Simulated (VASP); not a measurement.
Cd2HgS3: relaxation of cell and atoms with PBE

Cd2HgS3:

```
CELL_PARAMETERS angstrom
4.18240 -0.03598 -0.07721
-0.06233 7.10154 -0.01089
-0.18880 -0.01538 10.14800
ATOMIC_POSITIONS crystal
Cd 0.49838 0.50122 0.00642
Cd 0.02478 0.98229 0.99374
Cd 0.46303 0.15083 0.32074
Cd 0.00779 0.67919 0.34078
Hg 0.99144 0.33494 0.67706
Hg 0.49466 0.83527 0.66437
S 0.01154 0.00587 0.75962
S 0.46387 0.49655 0.74525
S 0.99628 0.33208 0.40428
S 0.50395 0.85943 0.39748
S 0.51648 0.16952 0.09445
S 0.02781 0.65281 0.09581
```

```yaml
Program: VASP 6.6.1
Task: relaxation of cell and atoms
Functional: PBE
Potentials_or_basis: VASP PAW PBE potentials, release 64 (Cd, Hg, S)
Cutoff: 600 eV
k_mesh: 4 × 2 × 2
Occupations: gaussian, width 0.1 eV
Spin: no spin polarisation
Dipole_correction: no
Further_INCAR_settings: ALGO = Normal; EDIFF = 1e-06; IBRION = 2; EDIFFG = -0.025; NSW = 80; ISIF = 3
```

```
Relaxed volume                        : 26.44 Å³/atom
Relaxed cell                          : a = 4.223 Å, b = 7.289 Å, c = 10.306 Å, α = 90.13°, β = 89.99°, γ = 89.99°
Space group after relaxing (to 0.1 Å) : Pc (No. 7)
Energy gained by relaxing             : 117.5 meV/atom
Ionic steps                           : 20
Pressure after relaxing               : 0.0 GPa
Largest force after relaxing          : 0.025 eV/Å
Band gap on the k mesh                : 0.34 eV
```

Forces in eV/Å, atoms in the order of the input:
```
Cd  -0.011  0.011 -0.011
Cd  -0.009  0.003 -0.004
Cd   0.007  0.000 -0.015
Cd   0.002 -0.004  0.006
Hg   0.017  0.005 -0.004
Hg   0.003 -0.006  0.003
S   -0.006 -0.005 -0.002
S    0.003 -0.004  0.010
S   -0.004 -0.010  0.001
S    0.010  0.000  0.014
S    0.000 -0.003 -0.015
S   -0.013  0.013  0.017
```

Step by step:
```csv
step,energy change (eV),largest force (eV/Å),pressure (GPa),volume (Å³)
1,0.0000,3.6886,4.59,301.28
2,-1.1031,0.5744,-2.23,333.65
3,-1.1253,0.6477,-1.52,328.40
4,-1.3101,0.4270,-0.33,319.28
5,-1.3477,0.2863,0.65,313.13
6,-1.3731,0.1562,0.08,316.41
7,-1.3747,0.1505,-0.09,317.48
8,-1.3828,0.1284,-0.06,317.29
9,-1.3890,0.1326,0.02,316.93
10,-1.3945,0.0985,0.01,317.03
11,-1.3966,0.0984,0.00,317.14
12,-1.4010,0.0825,-0.01,317.22
13,-1.4019,0.0972,-0.02,317.28
14,-1.4050,0.0585,0.03,317.07
15,-1.4067,0.0617,0.09,316.76
16,-1.4082,0.0347,-0.19,318.38
17,-1.4084,0.0382,-0.12,317.99
18,-1.4091,0.0455,0.12,316.52
19,-1.4094,0.0299,0.03,317.06
20,-1.4098,0.0249,0.00,317.25
```

Final structure:
```cif
data_structure
_symmetry_space_group_name_H-M 'P 1'
_symmetry_Int_Tables_number 1
_cell_length_a 4.2232
_cell_length_b 7.2894
_cell_length_c 10.3057
_cell_angle_alpha 90.134
_cell_angle_beta 89.992
_cell_angle_gamma 89.990
_cell_volume 317.25
loop_
_atom_site_label
_atom_site_type_symbol
_atom_site_fract_x
_atom_site_fract_y
_atom_site_fract_z
_atom_site_occupancy
Cd1 Cd 0.50655 0.49752 0.00143 1
Cd2 Cd 0.00469 0.99880 0.00213 1
Cd3 Cd 0.49908 0.16839 0.33427 1
Cd4 Cd 0.99830 0.66797 0.33187 1
Hg1 Hg 0.98896 0.33301 0.66615 1
Hg2 Hg 0.50105 0.83377 0.66486 1
S1 S 0.00062 0.00029 0.75257 1
S2 S 0.49332 0.50075 0.75207 1
S3 S 0.99918 0.33521 0.41452 1
S4 S 0.49844 0.83421 0.41345 1
S5 S 0.50417 0.16525 0.08431 1
S6 S 0.00564 0.66483 0.08237 1
```

Levels at points of the mesh, in eV from the valence-band top:
| k point | band 52 | band 53 | band 54 | band 55 | band 56 | band 57 |
| --- | --- | --- | --- | --- | --- | --- |
| (0.00, 0.00, 0.00) | -0.08 | -0.01 | 0.00 | 0.34 | 2.16 | 2.56 |
| (0.50, 0.00, 0.00) | -1.47 | -0.83 | -0.82 | 3.13 | 3.16 | 4.04 |
| (0.00, 0.50, 0.00) | -0.53 | -0.51 | -0.50 | 2.14 | 2.16 | 3.39 |
| (0.50, 0.50, 0.00) | -1.22 | -0.99 | -0.98 | 2.81 | 2.83 | 3.48 |
| (0.00, 0.00, 0.50) | -0.45 | -0.09 | -0.08 | 1.33 | 1.90 | 2.26 |
| (0.50, 0.00, 0.50) | -1.29 | -1.19 | -1.17 | 3.12 | 3.15 | 3.91 |
| (0.00, 0.50, 0.50) | -0.85 | -0.44 | -0.43 | 2.26 | 2.29 | 3.08 |
| (0.50, 0.50, 0.50) | -0.81 | -0.79 | -0.79 | 2.25 | 2.26 | 3.72 |

Run time: 61 min on 1 thread of Oxide Virtual Turin-like Processor (shared host), peak memory 0.62 GiB.

Caveat: the k points lie up to 0.43 Å⁻¹ apart in the final cell; spin-orbit coupling is left out, which moves the levels of the heavy elements.
